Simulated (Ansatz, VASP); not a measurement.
# BP: VASP beside Ansatz

```
B P
1.0
     3.24602    0.00000    0.00000
    -1.62301    2.81114    0.00000
     0.00000    0.00000    9.96305
B P
2 2
Cartesian
  0.0000 1.8741 2.4908
  1.6230 0.9370 7.4723
  1.6230 0.9370 2.4908
  0.0000 1.8741 7.4723
```

Alike in both runs: task single point; functional PBE; k mesh 9 × 9 × 2; no spin polarisation.

|  | VASP | Ansatz |
| --- | --- | --- |
| version | VASP 6.6.1 | Ansatz 0.2.0 |
| potentials or method | VASP PAW PBE potentials, release 64 (B, P) | plane waves, PAW |
| plane-wave cutoff (eV) | 520 | 420 |
| occupations | gaussian, width 0.01 eV | fixed |
| valence electrons in the cell | 16 | 16 |

VASP gave:

* gap on the k mesh at the Fermi level (eV): 0.93
* pressure (GPa): -2.4
* traceless stress, the component that is largest in VASP (GPa): 2.42

Task: Which values does Ansatz return?

Result: gap on the k mesh at the Fermi level (eV): 0.92; pressure (GPa): -2.3; traceless stress, the component that is largest in VASP (GPa): 2.33.
